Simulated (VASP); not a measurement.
CdSe4: single point with PBE

CdSe4:

```
CELL_PARAMETERS angstrom
-4.15702 4.15702 2.18849
4.15702 -4.15702 2.18849
4.15702 4.15702 -2.18849
ATOMIC_POSITIONS crystal
Cd 0.00000 0.00000 0.00000
Se 0.71949 0.81774 0.53723
Se 0.81774 0.28051 0.09825
Se 0.18226 0.71949 0.90175
Se 0.28051 0.18226 0.46277
```

The cell was generated, and may not be a known phase.

```yaml
Program: VASP 6.6.1
Task: single point
Functional: PBE
Potentials_or_basis: VASP PAW PBE potentials, release 64 (Cd, Se)
Cutoff: 520 eV
k_mesh: 10 × 10 × 10
Occupations: gaussian, width 0.1 eV
Spin: no spin polarisation
```

```json
{"Pressure": "0.1 GPa", "Largest force": "0.021 eV/Å", "Band gap on the k mesh": "zero (bands 18 and 19 overlap by 2.71 eV)"}
```

Forces in eV/Å, atoms in the order of the input:
```
Cd   0.000  0.000  0.000
Se   0.004 -0.021  0.000
Se   0.021  0.004  0.000
Se  -0.021 -0.004  0.000
Se  -0.004  0.021  0.000
```

Stress tensor (GPa, compression positive):
```
0.15 0.00 0.00
0.00 0.15 0.00
0.00 0.00 0.06
```

Levels at points of the mesh, in eV from the Fermi level:
| k point | band 15 | band 16 | band 17 | band 18 | band 19 | band 20 | band 21 | band 22 | band 23 | band 24 |
| --- | --- | --- | --- | --- | --- | --- | --- | --- | --- | --- |
| (0.00, 0.00, 0.00) | -1.98 | -1.70 | -1.58 | -1.58 | 0.07 | 1.22 | 1.39 | 2.03 | 4.65 | 6.13 |
| (0.50, 0.00, 0.00) | -2.81 | -2.30 | -1.44 | 1.51 | 1.77 | 1.89 | 2.21 | 2.32 | 2.45 | 6.03 |
| (0.50, 0.50, 0.00) | -2.13 | -1.25 | -1.18 | -0.82 | -0.62 | 1.80 | 1.90 | 1.98 | 4.63 | 4.77 |
| (0.50, 0.50, 0.50) | -1.84 | -1.84 | -1.06 | -0.72 | -0.72 | 2.01 | 2.01 | 2.07 | 4.42 | 4.42 |

Run time: 23 min on 1 thread of Intel Xeon 8259CL (shared host), peak memory 0.63 GiB.
